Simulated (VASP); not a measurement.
# La3YO2 (R-3m) in VASP: further runs

Runs on La3YO2. Level: PBE. Tasks: single point, relaxation of cell and atoms.

Everything below comes from runs of VASP 6.6.1. Logs are shortened: lines on timing, memory, paths and dates and some standing lists are left out, and cuts for length are marked.

## 1. The cell of the first run

It takes space group R-3m (No. 166, trigonal). Conventional cell: a = 7.821 Å, b = 7.821 Å, c = 9.315 Å, α = 90.00°, β = 90.00°, γ = 120.00°. La (site symmetry 2/m) has 2 O at 2.42 Å within 3.2 Å. La (site symmetry 2/m) has 2 O at 2.42 Å within 3.2 Å. Within 3.0 Å of Y (site symmetry -3m) lie 2 O at 2.23 Å. O (site symmetry 3m) has 1 Y at 2.23 Å and 3 La at 2.42 Å within 3.0 Å.

## 2. Single point, PBE

The input, INCAR:

```
SYSTEM = La3YO2
PREC = Accurate
ENCUT = 520
EDIFF = 1E-7
ISMEAR = 0
SIGMA = 0.2
LREAL = .FALSE.
LASPH = .TRUE.
NELM = 100
ALGO = Normal
ISIF = 2
LWAVE = .FALSE.
LCHARG = .FALSE.
GGA = PE
NBANDS = 68
```

The input, KPOINTS:

```
regular mesh
0
G
  4 4 2
  0 0 0
```

The input, POSCAR:

```
La3YO2
1.0
   -3.9105731033      2.2577704339      3.1050151999
    0.0000000000     -4.5155408678      3.1050151999
    7.8211462066      4.5155408678      6.2100303998
La Y O
6 2 4
Direct
    1.0000000000      0.5000000000      1.0000000000
    0.0000000000      0.5000000000      0.5000000000
    0.0000000000      1.0000000000      0.2500000000
    0.0000000000      0.0000000000      0.7500000000
    0.5000000000      0.0000000000      0.0000000000
    0.5000000000      0.0000000000      0.5000000000
    0.5000000000      0.5000000000      0.2500000000
    0.5000000000      0.5000000000      0.7500000000
    0.7395974289      0.7395974289      0.3697987144
    0.7395974289      0.7395974289      0.8697987144
    0.2604025711      0.2604025711      0.1302012856
    0.2604025711      0.2604025711      0.6302012856
```

Potentials or basis: VASP PAW PBE potentials, release 64 (La, Y_sv, O).

Started as:

```sh
> cat potpaw_PBE.64/La/POTCAR potpaw_PBE.64/Y_sv/POTCAR potpaw_PBE.64/O/POTCAR > POTCAR
> mpirun -np 1 vasp_std > vasp.out
```

OUTCAR:

```text
SYSTEM = La3YO2
   PREC = Accurate
   ENCUT = 520
   EDIFF = 1E-7
   ISMEAR = 0
   LREAL = .FALSE.
   LASPH = .TRUE.
   NELM = 100
   ISIF = 2
   GGA = PE

 ion  position               nearest neighbor table
   1  0.000  0.500  0.000-  10 2.42  11 2.42   7 3.84   8 3.84   7 3.91   8 3.91
   2  0.000  0.500  0.500-   9 2.42  12 2.42   8 3.84   7 3.84   7 3.91   8 3.91
   3  0.000  0.000  0.250-   9 2.42  11 2.42   7 3.84   7 3.84   7 3.91   7 3.91
   4  0.000  0.000  0.750-  10 2.42  12 2.42   8 3.84   8 3.84   8 3.91   8 3.91
   5  0.500  0.000  0.000-  10 2.42  11 2.42   7 3.84   8 3.84   7 3.91   8 3.91
   6  0.500  0.000  0.500-   9 2.42  12 2.42   8 3.84   7 3.84   7 3.91   8 3.91
   7  0.500  0.500  0.250-   9 2.23  11 2.23   3 3.84   6 3.84   5 3.84   3 3.84   1 3.84   2 3.84
                             2 3.91   1 3.91   3 3.91   5 3.91   3 3.91   6 3.91
   8  0.500  0.500  0.750-  10 2.23  12 2.23   4 3.84   5 3.84   6 3.84   4 3.84   2 3.84   1 3.84
                             2 3.91   1 3.91   4 3.91   5 3.91   4 3.91   6 3.91
   9  0.740  0.740  0.370-   7 2.23   3 2.42   6 2.42   2 2.42
  10  0.740  0.740  0.870-   8 2.23   4 2.42   5 2.42   1 2.42
  11  0.260  0.260  0.130-   7 2.23   3 2.42   5 2.42   1 2.42
  12  0.260  0.260  0.630-   8 2.23   4 2.42   6 2.42   2 2.42

  LATTYP: Found a base centered monoclinic cell.
 ALAT       =     7.6781890375
 B/A-ratio  =     1.0186186051
 C/A-ratio  =     1.7211670859
 COS(beta)  =    -0.5591648512

  Lattice vectors:

 A1 = (   3.9105731033,  -2.2577704339,  -3.1050151999)
 A2 = (   0.0000000000,   4.5155408678,  -3.1050151999)
 A3 = (   3.9105731033,   2.2577704339,  12.4200607996)

Analysis of symmetry for initial positions (statically):
=====================================================================
 Subroutine PRICEL returns following result:

  LATTYP: Found a trigonal (rhomboedric) cell.
 ALAT       =     5.4800756126
 COS(alpha) =    -0.0184453083

  Lattice vectors:

 A1 = (  -3.9105731033,   2.2577704339,   3.1050151999)
 A2 = (   0.0000000000,  -4.5155408678,   3.1050151999)
 A3 = (   3.9105731033,   2.2577704339,   3.1050151999)

   2 primitive cells build up your supercell.

 Routine SETGRP: Setting up the symmetry group for a
 base centered monoclinic supercell.

 Subroutine GETGRP returns: Found  4 space group operations
 (whereof  4 operations were pure point group operations)
 out of a pool of  4 trial point group operations.

The static configuration has the point symmetry C_2h.

Analysis of symmetry for dynamics (positions and initial velocities):
=====================================================================
 Subroutine PRICEL returns following result:

  LATTYP: Found a trigonal (rhomboedric) cell.
 ALAT       =     5.4800756126
 COS(alpha) =    -0.0184453083

  Lattice vectors:

 A1 = (  -3.9105731033,   2.2577704339,   3.1050151999)
 A2 = (   0.0000000000,  -4.5155408678,   3.1050151999)
 A3 = (   3.9105731033,   2.2577704339,   3.1050151999)

   2 primitive cells build up your supercell.

 Routine SETGRP: Setting up the symmetry group for a
 base centered monoclinic supercell.

 Subroutine GETGRP returns: Found  4 space group operations
 (whereof  4 operations were pure point group operations)
 out of a pool of  4 trial point group operations.

The dynamic configuration has the point symmetry C_2h.

 Subroutine INISYM returns: Found  4 space group operations
 (whereof  4 operations are pure point group operations),
 and found     2 'primitive' translations

----------------------------------------------------------------------------------------

                                     Primitive cell

  volume of cell :     164.4884

  direct lattice vectors                    reciprocal lattice vectors
    -3.910573103  2.257770434  3.105015200    -0.127858497  0.073819138  0.107353205
     0.000000000 -4.515540868  3.105015200     0.000000000 -0.147638275  0.107353205
     3.910573103  2.257770434  3.105015200     0.127858497  0.073819138  0.107353205

  length of vectors
     5.480075613  5.480075613  5.480075613     0.182542518  0.182542518  0.182542518

  position of ions in fractional coordinates (direct lattice)
     1.000000000  0.500000000  1.000000000
     0.000000000  1.000000000  0.500000000
     0.500000000  1.000000000  0.000000000
     0.500000000  0.500000000  0.500000000
     0.739597429  0.739597429  0.739597429
     0.260402571  0.260402571  0.260402571

  ion indices of the primitive-cell ions
   primitive index   ion index
                 1           1
                 2           3
                 3           5
                 4           7
                 5          10
                 6          11

----------------------------------------------------------------------------------------

 KPOINTS: regular mesh

Automatic generation of k-mesh.
 Grid dimensions read from file:
 generate k-points for:    4    4    2

 Generating k-lattice:

  Cartesian coordinates                     Fractional coordinates (reciprocal lattice)
    -0.031964624  0.018454784  0.026838301     0.250000000  0.000000000  0.000000000
     0.000000000 -0.036909569  0.026838301     0.000000000  0.250000000  0.000000000
     0.031964624  0.018454784  0.026838301     0.000000000  0.000000000  0.500000000

  Length of vectors
     0.045635630  0.045635630  0.045635630

  Shift w.r.t. Gamma in fractional coordinates (k-lattice)
     0.000000000  0.000000000  0.000000000

 -----------------------------------------------------------------------------
|                                                                             |
|           W    W    AA    RRRRR   N    N  II  N    N   GGGG   !!!           |
|           W    W   A  A   R    R  NN   N  II  NN   N  G    G  !!!           |
|           W    W  A    A  R    R  N N  N  II  N N  N  G       !!!           |
|           W WW W  AAAAAA  RRRRR   N  N N  II  N  N N  G  GGG   !            |
|           WW  WW  A    A  R   R   N   NN  II  N   NN  G    G                |
|           W    W  A    A  R    R  N    N  II  N    N   GGGG   !!!           |
|                                                                             |
|     Your reciprocal lattice and k-lattice belong to different lattice       |
|     classes:                                                                |
|                                                                             |
|        The reciprocal lattice is base-centered monoclinic,                  |
|        whereas your k-lattice is rhombohedral (trigonal).                   |
|                                                                             |
|     Results are often still useful ...                                      |
|                                                                             |
 -----------------------------------------------------------------------------

 Subroutine IBZKPT returns following result:
 ===========================================

 Found     14 irreducible k-points:

 Following reciprocal coordinates:
            Coordinates               Weight
  0.000000  0.000000  0.000000      1.000000
  0.250000  0.000000  0.000000      4.000000
  0.500000  0.000000  0.000000      2.000000
  0.250000  0.250000  0.000000      2.000000
  0.500000  0.250000 -0.000000      4.000000
 -0.250000  0.250000  0.000000      2.000000
  0.500000  0.500000  0.000000      1.000000
  0.000000  0.000000  0.500000      1.000000
  0.250000  0.000000  0.500000      4.000000
  0.500000 -0.000000  0.500000      2.000000
  0.250000  0.250000  0.500000      2.000000
  0.500000  0.250000  0.500000      4.000000
 -0.250000  0.250000  0.500000      2.000000
  0.500000  0.500000  0.500000      1.000000
   k-points           NKPTS =     14   k-points in BZ     NKDIM =     14   number of bands    NBANDS=     68
   number of dos      NEDOS =    301   number of ions     NIONS =     12
   total plane-waves  NPLWV = 148176
   dimension x,y,z NGX =    42 NGY =   42 NGZ =   84
   dimension x,y,z NGXF=    84 NGYF=   84 NGZF=  168
   ions per type =               6   2   4
   NGX,Y,Z   is equivalent  to a cutoff of  12.74, 12.74, 12.74 a.u.
   NGXF,Y,Z  is equivalent  to a cutoff of  25.48, 25.48, 25.48 a.u.
 SYSTEM =  La3YO2
   PREC   = accura    normal or accurate (medium, high low for compatibility)
   ISTART =      0    job   : 0-new  1-cont  2-samecut
   ICHARG =      2    charge: 1-file 2-atom 10-const
   ISPIN  =      1    spin polarized calculation?
   LNONCOLLINEAR =      F non collinear calculations
   LSORBIT =      F    spin-orbit coupling
   LASPH  =      T    aspherical Exc in radial PAW
   ENCUT  =  520.0 eV  38.22 Ry    6.18 a.u.  10.19 10.19 20.38*2*pi/ulx,y,z
   NELM   =    100;   NELMIN=  2; NELMDL= -5     # of ELM steps
   EDIFF  = 0.1E-06   stopping-criterion for ELM
   LREAL  =      F    real-space projection
   EDIFFG = 0.1E-05   stopping-criterion for IOM
   NSW    =      0    number of steps for IOM
   IBRION =     -1    ionic relax: 0-MD 1-quasi-New 2-CG
   NFREE  =      0    steps in history (QN), initial steepest desc. (CG)
   ISIF   =      2    stress and relaxation
   ISYM   =      2    0-nonsym 1-usesym 2-fastsym
   POTIM  = 0.5000    time-step for ionic-motion
   TEBEG  =    0.0;   TEEND  =   0.0 temperature during run
   PSTRESS=    0.0 pullay stress
   NELECT =     112.0000    total number of electrons
   NUPDOWN=      -1.0000    fix difference up-down
   EMIN   =  10.00;   EMAX   =-10.00  energy-range for DOS
   EFERMI =   0.00;   METHOD = LEGACY
   ISMEAR =     0;   SIGMA  =   0.20  broadening in eV -4-tet -1-fermi 0-gaus
   EFERMI_NEDOS =   21; number of points for ismear=-14 and -15
   IALGO  =     38    algorithm
   IMIX   =      4    mixing-type and parameters
     AMIX     =   0.40;   BMIX     =  1.00
     AMIX_MAG =   1.60;   BMIX_MAG =  1.00
  volume/ion in A,a.u.               =      27.41       185.00
  Fermi-wavevector in a.u.,A,eV,Ry     =   1.143122  2.160187 17.779102  1.306727
  Thomas-Fermi vector in A             =   2.279818
   LORBIT       =      0    0 simple, 1 ext, 2 COOP (PROOUT), +10 PAW based schemes
   GGA     = PE    functional components
   LHFCALC =     F    Hartree Fock is set to
   AEXX    =    0.0000 exact exchange contribution
   IVDW    =     0    specifies the selected vdW correction
   LEPSILON=     F    determine dielectric tensor
   LRPA    =     F    only Hartree local field effects (RPA)
 non-spin polarized calculation
 Gauss-broadening in eV      SIGMA  =   0.20
  energy-cutoff  :      520.00
  volume of cell :      328.98
 maximum number of plane-waves:      8878
 NGX is ok and might be reduce to    42

 number of electron     112.0000015 magnetization

 Free energy of the ion-electron system (eV)
  ---------------------------------------------------
  ext. energy  EPLUGINS =         0.00000000
  ---------------------------------------------------
  free energy    TOTEN  =       -84.20015251 eV

  energy without entropy =      -83.99851192  energy(sigma->0) =      -84.09933221

 E-fermi :   6.3606     XC(G=0):  -9.4399

 val. band max:        6.3058237890   @ k =   0.5000   0.0000   0.0000
 cond. band min:       6.4117885341   @ k =   0.2500   0.0000   0.0000
 fundamental gap:      0.1059647452
 Fermi energy:         6.3605991533

 k-point     1 :       0.0000    0.0000    0.0000
  band No.  band energies     occupation
      1     -36.4290      2.00000
      2     -36.4290      2.00000
      3     -26.4372      2.00000
      4     -26.3853      2.00000
      5     -26.3317      2.00000
      6     -26.2783      2.00000
[... 60 lines left out ...]
     67       8.0008      0.00000
     68       8.0557      0.00000
[... 921 lines left out ...]
     67       7.7673      0.00000
     68       7.8872      0.00000

------------------------ aborting loop because EDIFF is reached ----------------------------------------

  FORCE on cell =-STRESS in cart. coord.  units (eV):
  Direction    XX          YY          ZZ          XY          YZ          ZX
  --------------------------------------------------------------------------------------
  -------------------------------------------------------------------------------------
  Total       -0.0303883     -0.0303849     -0.1459350     -0.0000029     -0.0000086     -0.0000150
  in kB       -0.1479968     -0.1479802     -0.7107304     -0.0000144     -0.0000420     -0.0000729
  external PRESSURE =      -0.3355691 kB  Pullay stress =       0.0000000 kB

 VOLUME and BASIS-vectors are now :
 -----------------------------------------------------------------------------
  energy-cutoff  :      520.00
  volume of cell :      328.98
      direct lattice vectors                 reciprocal lattice vectors
    -3.910573103  2.257770434  3.105015200    -0.127858497  0.073819138  0.107353205
     0.000000000 -4.515540868  3.105015200     0.000000000 -0.147638275  0.107353205
     7.821146207  4.515540868  6.210030400     0.063929249  0.036909569  0.053676603

 POSITION                                       TOTAL-FORCE (eV/Angst)
 -----------------------------------------------------------------------------------
      0.00000     -2.25777      1.55251        -0.000000      0.000000     -0.000000
      3.91057      0.00000      4.65752         0.000000      0.000000     -0.000000
      1.95529      1.12889      1.55251         0.000000     -0.000000     -0.000000
      5.86586      3.38666      4.65752         0.000000      0.000000     -0.000000
     -1.95529      1.12889      1.55251        -0.000000      0.000000     -0.000000
      1.95529      3.38666      4.65752        -0.000000      0.000000     -0.000000
      0.00000      0.00000      4.65752         0.000000      0.000000     -0.000000
      3.91057      2.25777      7.76254         0.000000      0.000000     -0.000000
     -0.00000     -0.00000      6.88938         0.000003      0.000002      0.038412
      3.91057      2.25777      9.99440         0.000003      0.000002      0.038412
      0.00000      0.00000      2.42566        -0.000003     -0.000002     -0.038412
      3.91057      2.25777      5.53068        -0.000003     -0.000002     -0.038412
 -----------------------------------------------------------------------------------
    total drift:                               -0.000000     -0.000000     -0.000000

  FREE ENERGIE OF THE ION-ELECTRON SYSTEM (eV)
  ---------------------------------------------------
  free  energy   TOTEN  =       -84.2001525093 eV

  energy  without entropy=      -83.9985119181  energy(sigma->0) =      -84.09933221
```

Run time: 13 min. Hardware: 1 thread of Intel Xeon Platinum 8488C (Sapphire Rapids), shared host; peak memory 0.53 GiB.

Results:

```
Free energy            : -84.2002 eV
Pressure               : 0.0 GPa
Largest force          : 0.038 eV/Å
Band gap on the k mesh : zero (bands 56 and 57 overlap by 1.09 eV)
```

Forces in eV/Å, atoms in the order of the input:
```
La   0.000  0.000  0.000
La   0.000  0.000  0.000
La   0.000  0.000  0.000
La   0.000  0.000  0.000
La   0.000  0.000  0.000
La   0.000  0.000  0.000
Y    0.000  0.000  0.000
Y    0.000  0.000  0.000
O    0.000  0.000  0.038
O    0.000  0.000  0.038
O    0.000  0.000 -0.038
O    0.000  0.000 -0.038
```

Caveat: spin-orbit coupling is left out, which moves the levels of the heavy elements.

## 3. Relaxation of cell and atoms, PBE

This run uses another cell than the first one: it holds 6 atoms, not 12.

The input, INCAR:

```
PREC     = Accurate       # precision mode
ENCUT    = 600            # plane-wave cutoff, eV
EDIFF    = 1E-6           # SCF threshold, eV
ISMEAR   = 0              # smearing method
SIGMA    = 0.1            # smearing width, eV
LREAL    = False          # projectors in reciprocal space
LASPH    = True           # aspherical terms in the spheres
NELM     = 60             # most SCF steps
ALGO     = Normal         # electronic algorithm
ISIF     = 3              # what is computed and relaxed
LWAVE    = False          # write WAVECAR
LCHARG   = False          # write CHGCAR
GGA      = PE             # functional
IBRION   = 2              # ionic algorithm
NSW      = 100            # ionic steps
EDIFFG   = -0.01          # ionic threshold
```

The input, KPOINTS:

```
regular mesh
0
Gamma
  6 6 6
```

The input, POSCAR:

```
La3YO2
1.0
    3.8948999583      2.2487215394      3.1335367650
   -3.8948999583      2.2487215394      3.1335367650
    0.0000000000     -4.4974430788      3.1335367650
La Y O
3 1 2
Direct
    0.0000000000      0.0000000000      0.5000000000
    0.5000000000      0.0000000000      0.0000000000
    0.0000000000      0.5000000000      0.0000000000
    0.5000000000      0.5000000000      0.5000000000
    0.7372975157      0.7372975157      0.7372975157
    0.2627024843      0.2627024843      0.2627024843
```

Potentials or basis: VASP PAW PBE potentials, release 64 (La, Y_sv, O).

Started as:

```sh
> cat potpaw_PBE.64/La/POTCAR potpaw_PBE.64/Y_sv/POTCAR potpaw_PBE.64/O/POTCAR > POTCAR
> mpirun -np 1 vasp_std > vasp.out
```

Run time: 19 min. Hardware: 1 thread of Intel Xeon Platinum 8488C (Sapphire Rapids), shared host; peak memory 0.52 GiB.

The run converged. Its results:

```yaml
Free_energy: -42.0563 eV
Relaxed_volume: 27.36 Å³/atom
Relaxed_cell: a = 5.477 Å, b = 5.477 Å, c = 5.477 Å, α = 91.03°, β = 91.03°, γ = 91.03°
Space_group_after_relaxing_to_0.1_Å: R-3m (No. 166)
Energy_gained_by_relaxing: 0.8 meV/atom
Ionic_steps: 6
Pressure_after_relaxing: 0.0 GPa
Band_gap_on_the_k_mesh: zero (bands 28 and 29 overlap by 1.81 eV)
```

Step by step:
```csv
step,energy change (eV),largest force (eV/Å),pressure (GPa),volume (Å³)
1,0.0000,0.0738,-0.17,164.67
2,-0.0023,0.0972,0.10,163.98
3,-0.0024,0.1077,0.20,163.72
4,-0.0041,0.0686,0.04,164.15
5,-0.0044,0.0440,-0.07,164.44
6,-0.0047,0.0006,0.01,164.19
```

Final structure:
```cif
data_structure
_symmetry_space_group_name_H-M 'P 1'
_symmetry_Int_Tables_number 1
_cell_length_a 5.4767
_cell_length_b 5.4767
_cell_length_c 5.4767
_cell_angle_alpha 91.031
_cell_angle_beta 91.031
_cell_angle_gamma 91.031
_cell_volume 164.19
loop_
_atom_site_label
_atom_site_type_symbol
_atom_site_fract_x
_atom_site_fract_y
_atom_site_fract_z
_atom_site_occupancy
La1 La 0.00000 0.00000 0.50000 1
La2 La 0.50000 0.00000 0.00000 1
La3 La 0.00000 0.50000 0.00000 1
Y1 Y 0.50000 0.50000 0.50000 1
O1 O 0.73969 0.73969 0.73969 1
O2 O 0.26031 0.26031 0.26031 1
```

Levels at points of the mesh, in eV from the Fermi level:
```tsv
k point	band 24	band 25	band 26	band 27	band 28	band 29	band 30	band 31	band 32	band 33
(0.00, 0.00, 0.00)	-3.41	-3.02	-1.10	-1.02	-1.02	-0.66	-0.66	1.65	1.70	1.70
(0.50, 0.00, 0.00)	-3.92	-1.41	-1.34	-0.05	0.09	0.28	0.28	0.33	0.59	1.36
(0.50, 0.50, 0.00)	-3.74	-0.85	-0.71	-0.45	-0.07	0.50	0.60	0.64	0.65	1.00
(0.50, 0.50, 0.50)	-3.49	-1.73	-1.31	-1.31	1.15	1.20	1.20	1.26	1.26	1.42
```

Caveat: spin-orbit coupling is left out, which moves the levels of the heavy elements.

The gap in the log of VASP goes by the Fermi energy; the results here count the filled bands.